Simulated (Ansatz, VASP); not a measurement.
Hg: VASP beside Ansatz

```
Hg
1.0
    -1.99503    1.99503    1.64584
     1.99503   -1.99503    1.64584
     1.99503    1.99503   -1.64584
Hg
1
Direct
  0.00000 0.00000 0.00000
```

Alike in both runs: task single point; functional r2SCAN; k mesh 13 × 13 × 13; occupations gaussian, width 0.1172 eV; no spin polarisation.

```csv
,VASP,Ansatz
version,VASP 6.6.1,Ansatz 0.2.0
potentials or method,"VASP PAW PBE potentials, release 64 (Hg), cutoff 520 eV",PAW plane waves
valence electrons in the cell,12,20
```

VASP gave:

| Property | Result |
| --- | --- |
| pressure (GPa) | 0.9 |
| traceless stress, the component that is largest in VASP (GPa) | 1.09 |

Question: Estimate Ansatz's values.

Answer: Pressure (GPa): 0.7; traceless stress, the component that is largest in VASP (GPa): 1.05.

VASP's potentials were made for PBE, not for r2SCAN. VASP's potentials hold 12 valence electrons a cell and Ansatz's 20, so a difference there can come from the potentials and not from the codes.

Neither program's run includes spin-orbit coupling.
